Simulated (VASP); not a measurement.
# SiO2 (P4_2/mnm) in VASP: further runs

SiO2 is run at these levels: PBE; tasks: single point.

Everything below comes from runs of VASP 6.6.1. Logs are shortened: lines on timing, memory, paths and dates and some standing lists are left out, and cuts for length are marked.

## Step 1: The cell of the first run

Symmetry: P4_2/mnm, No. 136, tetragonal system. The conventional cell has a = 4.167 Å, b = 4.167 Å, c = 2.638 Å, α = 90.00°, β = 90.00°, γ = 90.00°. Si (site symmetry mmm) has 6 O at 1.75 to 1.80 Å within 2.3 Å. O (site symmetry m2m) has 3 Si at 1.75 to 1.80 Å and 1 O at 2.30 Å within 2.3 Å.

## Step 2: Single point, PBE (z stretched by -1 %, then relaxed in part)

File INCAR:

```
SYSTEM = SiO2
  PREC = Accurate
  ENCUT = 520
  EDIFF = 1E-7
  ISMEAR = -1
  SIGMA = 0.02
  LREAL = .FALSE.
  LASPH = .TRUE.
  NELM = 60
  ALGO = Normal
  ISIF = 2
  LWAVE = .FALSE.
  LCHARG = .TRUE.
  GGA = PE
  LELF = .TRUE.
  LVHAR = .TRUE.
  NBANDS = 25
```

File KPOINTS:

```
Automatic mesh
0
G
  7 7 11
  0 0 0
```

File POSCAR:

```
SiO2
1.0
    4.1667000000      0.0000000000      0.0000000000
    0.0000000000      4.1667000000      0.0000000000
    0.0000000000      0.0000000000      2.6378550000
Si O
2 4
Direct
    0.0000000000      0.0000000000      0.0000000000
    0.5000000000      0.5000000000      0.5000000000
    0.3052551835      0.3052551835      0.0000000000
    0.1947448165      0.8052551835      0.5000000000
    0.6947448165      0.6947448165      0.0000000000
    0.8052551835      0.1947448165      0.5000000000
```

Potentials or basis: VASP PAW PBE potentials, release 64 (Si, O).

Launch:

```bash
$ cat potpaw_PBE.64/Si/POTCAR potpaw_PBE.64/O/POTCAR > POTCAR
$ mpirun -np 1 vasp_std > vasp.out
```

OUTCAR:

```text
SYSTEM = SiO2
   PREC = Accurate
   ENCUT = 520
   EDIFF = 1E-7
   ISMEAR = -1
   LREAL = .FALSE.
   LASPH = .TRUE.
   NELM = 60
   ISIF = 2
   GGA = PE

 ion  position               nearest neighbor table
   1  0.000  0.000  0.000-   4 1.75   6 1.75   4 1.75   6 1.75   5 1.80   3 1.80
   2  0.500  0.500  0.500-   3 1.75   5 1.75   3 1.75   5 1.75   4 1.80   6 1.80
   3  0.305  0.305  0.000-   2 1.75   2 1.75   1 1.80
   4  0.195  0.805  0.500-   1 1.75   1 1.75   2 1.80
   5  0.695  0.695  0.000-   2 1.75   2 1.75   1 1.80
   6  0.805  0.195  0.500-   1 1.75   1 1.75   2 1.80

  LATTYP: Found a simple tetragonal cell.
 ALAT       =     4.1667000000
 C/A-ratio  =     0.6330801354

  Lattice vectors:

 A1 = (   4.1667000000,   0.0000000000,   0.0000000000)
 A2 = (   0.0000000000,   4.1667000000,   0.0000000000)
 A3 = (   0.0000000000,   0.0000000000,   2.6378550000)

Analysis of symmetry for initial positions (statically):
=====================================================================
 Subroutine PRICEL returns:
 Original cell was already a primitive cell.

 Routine SETGRP: Setting up the symmetry group for a
 simple tetragonal supercell.

 Subroutine GETGRP returns: Found 16 space group operations
 (whereof  8 operations were pure point group operations)
 out of a pool of 16 trial point group operations.

The static configuration has the point symmetry D_2h.
 The point group associated with its full space group is D_4h.

Analysis of symmetry for dynamics (positions and initial velocities):
=====================================================================
 Subroutine PRICEL returns:
 Original cell was already a primitive cell.

 Routine SETGRP: Setting up the symmetry group for a
 simple tetragonal supercell.

 Subroutine GETGRP returns: Found 16 space group operations
 (whereof  8 operations were pure point group operations)
 out of a pool of 16 trial point group operations.

The dynamic configuration has the point symmetry D_2h.
 The point group associated with its full space group is D_4h.

 Subroutine INISYM returns: Found 16 space group operations
 (whereof  8 operations are pure point group operations),
 and found     1 'primitive' translations

----------------------------------------------------------------------------------------

                                     Primitive cell

  volume of cell :      45.7968

[... 94 lines left out ...]
   ENCUT  =  520.0 eV  38.22 Ry    6.18 a.u.   7.75  7.75  4.90*2*pi/ulx,y,z
   NELM   =     60;   NELMIN=  2; NELMDL= -5     # of ELM steps
   EDIFF  = 0.1E-06   stopping-criterion for ELM
   LREAL  =      F    real-space projection
   EDIFFG = 0.1E-05   stopping-criterion for IOM
   NSW    =      0    number of steps for IOM
   IBRION =     -1    ionic relax: 0-MD 1-quasi-New 2-CG
   NFREE  =      0    steps in history (QN), initial steepest desc. (CG)
   ISIF   =      2    stress and relaxation
   ISYM   =      2    0-nonsym 1-usesym 2-fastsym
   POTIM  = 0.5000    time-step for ionic-motion
   TEBEG  =    0.0;   TEEND  =   0.0 temperature during run
   PSTRESS=    0.0 pullay stress
   NELECT =      32.0000    total number of electrons
   NUPDOWN=      -1.0000    fix difference up-down
   EMIN   =  10.00;   EMAX   =-10.00  energy-range for DOS
   EFERMI =   0.00;   METHOD = LEGACY
   ISMEAR =    -1;   SIGMA  =   0.02  broadening in eV -4-tet -1-fermi 0-gaus
   EFERMI_NEDOS =   21; number of points for ismear=-14 and -15
   IALGO  =     38    algorithm
   IMIX   =      4    mixing-type and parameters
     AMIX     =   0.40;   BMIX     =  1.00
     AMIX_MAG =   1.60;   BMIX_MAG =  1.00
  volume/ion in A,a.u.               =       7.63        51.51
  Fermi-wavevector in a.u.,A,eV,Ry     =   1.452713  2.745229 28.713379  2.110374
  Thomas-Fermi vector in A             =   2.570063
   LORBIT       =      0    0 simple, 1 ext, 2 COOP (PROOUT), +10 PAW based schemes
   GGA     = PE    functional components
[... 5 lines left out ...]
 non-spin polarized calculation
  energy-cutoff  :      520.00
  volume of cell :       45.80
 maximum number of plane-waves:      1250
 NGX is ok and might be reduce to    32
   NGX = 15   NGY = 15   NGZ =  9

 number of electron      31.9999983 magnetization

 Free energy of the ion-electron system (eV)
  ---------------------------------------------------
  ext. energy  EPLUGINS =         0.00000000
  ---------------------------------------------------
  free energy    TOTEN  =       -46.18383803 eV

  energy without entropy =      -46.18383803  energy(sigma->0) =      -46.18383803

 E-fermi :   8.9168     XC(G=0): -12.3566

 val. band max:        8.4736462729   @ k =   0.0000   0.0000   0.0000
 cond. band min:      14.3775430231   @ k =   0.0000   0.0000   0.0000
 fundamental gap:      5.9038967502
 Fermi energy:         8.9168208575

 k-point     1 :       0.0000    0.0000    0.0000
  band No.  band energies     occupation
      1     -14.2930      2.00000
      2     -10.6055      2.00000
      3     -10.6055      2.00000
      4     -10.3344      2.00000
      5      -2.5675      2.00000
      6       1.8736      2.00000
[... 661 lines left out ...]
     24      21.3629      0.00000
     25      22.8145      0.00000

 [... further k-points ...]

------------------------ aborting loop because EDIFF is reached ----------------------------------------

  FORCE on cell =-STRESS in cart. coord.  units (eV):
  Direction    XX          YY          ZZ          XY          YZ          ZX
  --------------------------------------------------------------------------------------
  -------------------------------------------------------------------------------------
  Total        4.1100787      4.1100787      6.2897668     -0.0000000      0.0000000      0.0000000
  in kB      143.7888916    143.7888916    220.0441074     -0.0000000      0.0000000      0.0000000
  external PRESSURE =     169.2072969 kB  Pullay stress =       0.0000000 kB

 VOLUME and BASIS-vectors are now :
 -----------------------------------------------------------------------------
  energy-cutoff  :      520.00
  volume of cell :       45.80
      direct lattice vectors                 reciprocal lattice vectors
     4.166700000  0.000000000  0.000000000     0.239998080  0.000000000  0.000000000
     0.000000000  4.166700000  0.000000000     0.000000000  0.239998080  0.000000000
     0.000000000  0.000000000  2.637855000     0.000000000  0.000000000  0.379095894

 POSITION                                       TOTAL-FORCE (eV/Angst)
 -----------------------------------------------------------------------------------
      0.00000      0.00000      0.00000         0.000000     -0.000000     -0.000000
      2.08335      2.08335      1.31893         0.000000     -0.000000     -0.000000
      1.27191      1.27191      0.00000        -0.026495     -0.026495      0.000000
      0.81144      3.35526      1.31893         0.026495     -0.026495     -0.000000
      2.89479      2.89479      0.00000         0.026495      0.026495     -0.000000
      3.35526      0.81144      1.31893        -0.026495      0.026495     -0.000000
 -----------------------------------------------------------------------------------
    total drift:                                0.000000      0.000000     -0.000000

  FREE ENERGIE OF THE ION-ELECTRON SYSTEM (eV)
  ---------------------------------------------------
  free  energy   TOTEN  =       -46.1838380319 eV

  energy  without entropy=      -46.1838380319  energy(sigma->0) =      -46.18383803
```

stdout:

```text
POSCAR found type information on POSCAR SiO
 POSCAR found :  2 types and       6 ions
 scaLAPACK will be used
 LDA part: xc-table for (Slater+PW92), standard interpolation
 POSCAR, INCAR and KPOINTS ok, starting setup
 FFT: planning ... GRIDC
 FFT: planning ... GRID_SOFT
 FFT: planning ... GRID
 WAVECAR not read
 entering main loop
```

Wall time 74 s (1 thread of Intel Xeon 8259CL, shared host); peak memory 0.18 GiB.

What came out:

| Quantity | Value |
| --- | --- |
| Free energy | -46.1838 eV |
| Pressure | 16.9 GPa |
| Largest force | 0.037 eV/Å |
| Band gap on the k mesh | 5.90 eV |

Forces on the atoms (eV/Å):
```
Si   0.000  0.000  0.000
Si   0.000  0.000  0.000
O   -0.026 -0.026  0.000
O    0.026 -0.026  0.000
O    0.026  0.026  0.000
O   -0.026  0.026  0.000
```

Levels at points of the mesh, in eV from the valence-band top:
```tsv
k point	band 12	band 13	band 14	band 15	band 16	band 17	band 18	band 19	band 20	band 21
(0.00, 0.00, 0.00)	-3.14	-2.46	-0.91	-0.91	0.00	5.90	6.92	8.74	8.74	11.12
```

Caveat: the cell differs from its parent crystal (z stretched by -1 %, then relaxed in part); the cell stands under pressure; an odd mesh through Γ misses points on the zone boundary, where band edges can lie.

## Step 3: Single point, PBE

This run uses another cell than the first one, of 7.71 Å³/atom.

File INCAR:

```
  ALGO = Normal
  EDIFF = 1E-6
  ENCUT = 520
  GGA = PE
  ISIF = 2
  ISMEAR = -1
  LASPH = T
  LCHARG = F
  LREAL = F
  LWAVE = F
  NBANDS = 25
  NELM = 80
  PREC = Accurate
  SIGMA = 0.02
```

File KPOINTS:

```
k-points
0
Gamma
  7 7 11
```

POSCAR, as its differences from that of step 2:

```diff
@@ -4,3 +4,3 @@
     0.0000000000      4.1667000000      0.0000000000
-    0.0000000000      0.0000000000      2.6378550000
+    0.0000000000      0.0000000000      2.6645000000
 Si O
```

Potentials or basis: VASP PAW PBE potentials, release 64 (Si, O).

Launch:

```bash
$ cat potpaw_PBE.64/Si/POTCAR potpaw_PBE.64/O/POTCAR > POTCAR
$ mpirun -np 1 vasp_std > vasp.out
```

OUTCAR:

```text
EDIFF = 1E-6
   ENCUT = 520
   GGA = PE
   ISIF = 2
   ISMEAR = -1
   LASPH = T
   LREAL = F
   NELM = 80
   PREC = Accurate

 ion  position               nearest neighbor table
   1  0.000  0.000  0.000-   4 1.76   6 1.76   4 1.76   6 1.76   5 1.80   3 1.80
   2  0.500  0.500  0.500-   3 1.76   5 1.76   3 1.76   5 1.76   4 1.80   6 1.80
   3  0.305  0.305  0.000-   2 1.76   2 1.76   1 1.80
   4  0.195  0.805  0.500-   1 1.76   1 1.76   2 1.80
   5  0.695  0.695  0.000-   2 1.76   2 1.76   1 1.80
   6  0.805  0.195  0.500-   1 1.76   1 1.76   2 1.80

  LATTYP: Found a simple tetragonal cell.
 ALAT       =     4.1667000000
 C/A-ratio  =     0.6394748842

  Lattice vectors:

 A1 = (   4.1667000000,   0.0000000000,   0.0000000000)
 A2 = (   0.0000000000,   4.1667000000,   0.0000000000)
 A3 = (   0.0000000000,   0.0000000000,   2.6645000000)

Analysis of symmetry for initial positions (statically):
=====================================================================
 Subroutine PRICEL returns:
 Original cell was already a primitive cell.

 Routine SETGRP: Setting up the symmetry group for a
 simple tetragonal supercell.

 Subroutine GETGRP returns: Found 16 space group operations
 (whereof  8 operations were pure point group operations)
 out of a pool of 16 trial point group operations.

The static configuration has the point symmetry D_2h.
 The point group associated with its full space group is D_4h.

Analysis of symmetry for dynamics (positions and initial velocities):
=====================================================================
 Subroutine PRICEL returns:
 Original cell was already a primitive cell.

 Routine SETGRP: Setting up the symmetry group for a
 simple tetragonal supercell.

 Subroutine GETGRP returns: Found 16 space group operations
 (whereof  8 operations were pure point group operations)
 out of a pool of 16 trial point group operations.

The dynamic configuration has the point symmetry D_2h.
 The point group associated with its full space group is D_4h.

 Subroutine INISYM returns: Found 16 space group operations
 (whereof  8 operations are pure point group operations),
 and found     1 'primitive' translations

----------------------------------------------------------------------------------------

                                     Primitive cell

  volume of cell :      46.2594

  direct lattice vectors                    reciprocal lattice vectors
     4.166700000  0.000000000  0.000000000     0.239998080  0.000000000  0.000000000
     0.000000000  4.166700000  0.000000000     0.000000000  0.239998080  0.000000000
     0.000000000  0.000000000  2.664500000     0.000000000  0.000000000  0.375304935

  length of vectors
     4.166700000  4.166700000  2.664500000     0.239998080  0.239998080  0.375304935

  position of ions in fractional coordinates (direct lattice)
     0.000000000  0.000000000  0.000000000
     0.500000000  0.500000000  0.500000000
     0.305255184  0.305255184  0.000000000
     0.194744816  0.805255184  0.500000000
     0.694744816  0.694744816  0.000000000
     0.805255184  0.194744816  0.500000000

  ion indices of the primitive-cell ions
   primitive index   ion index
                 1           1
                 2           2
[... 24 lines left out ...]
     0.000000000  0.000000000  0.000000000

 Subroutine IBZKPT returns following result:
 ===========================================

 Found     60 irreducible k-points:

 Following reciprocal coordinates:
            Coordinates               Weight
  0.000000  0.000000  0.000000      1.000000
  0.142857  0.000000  0.000000      4.000000
  0.285714  0.000000  0.000000      4.000000
  0.428571  0.000000  0.000000      4.000000
  0.142857  0.142857  0.000000      4.000000
  0.285714  0.142857  0.000000      8.000000
[... 16 lines left out ...]
  0.285714  0.000000  0.181818      8.000000
  0.428571  0.000000  0.181818      8.000000
 [... further k-points ...]
   k-points           NKPTS =     60   k-points in BZ     NKDIM =     60   number of bands    NBANDS=     25
   number of dos      NEDOS =    301   number of ions     NIONS =      6
   total plane-waves  NPLWV =  20480
   dimension x,y,z NGX =    32 NGY =   32 NGZ =   20
   dimension x,y,z NGXF=    64 NGYF=   64 NGZF=   40
   ions per type =               2   4
   NGX,Y,Z   is equivalent  to a cutoff of  12.77, 12.77, 12.48 a.u.
   NGXF,Y,Z  is equivalent  to a cutoff of  25.54, 25.54, 24.96 a.u.
 SYSTEM =  unknown system
   PREC   = accura    normal or accurate (medium, high low for compatibility)
   ISTART =      0    job   : 0-new  1-cont  2-samecut
   ICHARG =      2    charge: 1-file 2-atom 10-const
   ISPIN  =      1    spin polarized calculation?
   LNONCOLLINEAR =      F non collinear calculations
   LSORBIT =      F    spin-orbit coupling
   LASPH  =      T    aspherical Exc in radial PAW
   ENCUT  =  520.0 eV  38.22 Ry    6.18 a.u.   7.75  7.75  4.95*2*pi/ulx,y,z
   NELM   =     80;   NELMIN=  2; NELMDL= -5     # of ELM steps
   EDIFF  = 0.1E-05   stopping-criterion for ELM
   LREAL  =      F    real-space projection
   EDIFFG = 0.1E-04   stopping-criterion for IOM
   NSW    =      0    number of steps for IOM
   IBRION =     -1    ionic relax: 0-MD 1-quasi-New 2-CG
   NFREE  =      0    steps in history (QN), initial steepest desc. (CG)
   ISIF   =      2    stress and relaxation
   ISYM   =      2    0-nonsym 1-usesym 2-fastsym
   POTIM  = 0.5000    time-step for ionic-motion
   TEBEG  =    0.0;   TEEND  =   0.0 temperature during run
   PSTRESS=    0.0 pullay stress
   NELECT =      32.0000    total number of electrons
   NUPDOWN=      -1.0000    fix difference up-down
   EMIN   =  10.00;   EMAX   =-10.00  energy-range for DOS
   EFERMI =   0.00;   METHOD = LEGACY
   ISMEAR =    -1;   SIGMA  =   0.02  broadening in eV -4-tet -1-fermi 0-gaus
   EFERMI_NEDOS =   21; number of points for ismear=-14 and -15
   IALGO  =     38    algorithm
   IMIX   =      4    mixing-type and parameters
     AMIX     =   0.40;   BMIX     =  1.00
     AMIX_MAG =   1.60;   BMIX_MAG =  1.00
  volume/ion in A,a.u.               =       7.71        52.03
  Fermi-wavevector in a.u.,A,eV,Ry     =   1.447854  2.736047 28.521636  2.096281
  Thomas-Fermi vector in A             =   2.565761
   LORBIT       =      0    0 simple, 1 ext, 2 COOP (PROOUT), +10 PAW based schemes
   GGA     = PE    functional components
[... 5 lines left out ...]
 non-spin polarized calculation
  energy-cutoff  :      520.00
  volume of cell :       46.26
 maximum number of plane-waves:      1266
 NGX is ok and might be reduce to    32
   NGX = 15   NGY = 15   NGZ =  9

 number of electron      31.9999971 magnetization

 Free energy of the ion-electron system (eV)
  ---------------------------------------------------
  ext. energy  EPLUGINS =         0.00000000
  ---------------------------------------------------
  free energy    TOTEN  =       -46.23668176 eV

  energy without entropy =      -46.23668176  energy(sigma->0) =      -46.23668176

 E-fermi :   8.7883     XC(G=0): -12.3086

 val. band max:        8.3482191860   @ k =   0.0000   0.0000   0.0000
 cond. band min:      14.0350196865   @ k =   0.0000   0.0000   0.0000
 fundamental gap:      5.6868005005
 Fermi energy:         8.7882745937

 k-point     1 :       0.0000    0.0000    0.0000
  band No.  band energies     occupation
      1     -14.3050      2.00000
      2     -10.6477      2.00000
      3     -10.6477      2.00000
      4     -10.3612      2.00000
      5      -2.6332      2.00000
      6       1.8542      2.00000
[... 661 lines left out ...]
     24      21.0992      0.00000
     25      22.7471      0.00000

 [... further k-points ...]

------------------------ aborting loop because EDIFF is reached ----------------------------------------

  FORCE on cell =-STRESS in cart. coord.  units (eV):
  Direction    XX          YY          ZZ          XY          YZ          ZX
  --------------------------------------------------------------------------------------
  -------------------------------------------------------------------------------------
  Total        3.5260123      3.5260123      4.0539240     -0.0000000      0.0000000      0.0000000
  in kB      122.1220850    122.1220850    140.4061044     -0.0000000      0.0000000      0.0000000
  external PRESSURE =     128.2167582 kB  Pullay stress =       0.0000000 kB

 VOLUME and BASIS-vectors are now :
 -----------------------------------------------------------------------------
  energy-cutoff  :      520.00
  volume of cell :       46.26
      direct lattice vectors                 reciprocal lattice vectors
     4.166700000  0.000000000  0.000000000     0.239998080  0.000000000  0.000000000
     0.000000000  4.166700000  0.000000000     0.000000000  0.239998080  0.000000000
     0.000000000  0.000000000  2.664500000     0.000000000  0.000000000  0.375304935

 POSITION                                       TOTAL-FORCE (eV/Angst)
 -----------------------------------------------------------------------------------
      0.00000      0.00000      0.00000         0.000000      0.000000      0.000000
      2.08335      2.08335      1.33225         0.000000      0.000000      0.000000
      1.27191      1.27191      0.00000        -0.012638     -0.012638      0.000000
      0.81144      3.35526      1.33225         0.012638     -0.012638      0.000000
      2.89479      2.89479      0.00000         0.012638      0.012638     -0.000000
      3.35526      0.81144      1.33225        -0.012638      0.012638      0.000000
 -----------------------------------------------------------------------------------
    total drift:                                0.000000      0.000000     -0.000000

  FREE ENERGIE OF THE ION-ELECTRON SYSTEM (eV)
  ---------------------------------------------------
  free  energy   TOTEN  =       -46.2366817564 eV

  energy  without entropy=      -46.2366817564  energy(sigma->0) =      -46.23668176
```

Run time: 68 s. Hardware: 1 thread of Intel Xeon 8259CL, shared host; peak memory 0.18 GiB.

What came out:

- Free energy: -46.2367 eV
- Pressure: 12.8 GPa
- Largest force: 0.018 eV/Å
- Band gap on the k mesh: 5.69 eV

Forces on the atoms (eV/Å):
```
Si   0.000  0.000  0.000
Si   0.000  0.000  0.000
O   -0.013 -0.013  0.000
O    0.013 -0.013  0.000
O    0.013  0.013  0.000
O   -0.013  0.013  0.000
```

Caveat: the cell stands under pressure; an odd mesh through Γ misses points on the zone boundary, where band edges can lie.
